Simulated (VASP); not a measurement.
Input of a VASP 6.6.1 run:

File INCAR:

```
SYSTEM = MgC2
PREC = Accurate ; ENCUT = 520
EDIFF = 1E-6 ; ISMEAR = 0
SIGMA = 0.01 ; LREAL = .FALSE.
LASPH = .TRUE. ; NELM = 80
ALGO = Normal ; ISIF = 2
LWAVE = .FALSE. ; LCHARG = .FALSE.
GGA = CA ; NBANDS = 19
```

The input KPOINTS:

```
Automatic mesh
0
Gamma
  5 5 4
  0 0 0.5
```

Contents of POSCAR:

```
MgC2
1.0
    3.9507770000      0.0000000000      0.0000000000
    0.0000000000      3.9507770000      0.0000000000
    0.0000000000      0.0000000000      4.9870890000
Mg C
2 4
Direct
    0.5000000000      0.5000000000      0.0000000000
    0.0000000000      0.0000000000      0.5000000000
    0.8876500000      0.8876500000      0.0000000000
    0.6123500000      0.3876600000      0.5000000000
    0.1123500000      0.1123500000      0.0000000000
    0.3876600000      0.6123500000      0.5000000000
```

Potentials or basis: VASP PAW LDA potentials, release 64 (Mg, C).

The run is started by

```console
$ cat potpaw_LDA.64/Mg/POTCAR potpaw_LDA.64/C/POTCAR > POTCAR
$ mpirun -np 1 vasp_std > vasp.out
```

What does it give for the band gap on the k mesh?

2.64 eV (least direct gap 2.96 eV).

What does it give for the largest force?

0.373 eV/Å.

Forces on the atoms (eV/Å):
```
Mg   0.000  0.000  0.000
Mg   0.000  0.000  0.000
C    0.264  0.264  0.000
C   -0.260  0.260  0.000
C   -0.264 -0.264  0.000
C    0.260 -0.260  0.000
```

Caveat: the cell stands under tension; a shifted mesh leaves out Γ, where band edges can lie. A k mesh can miss the band edges.
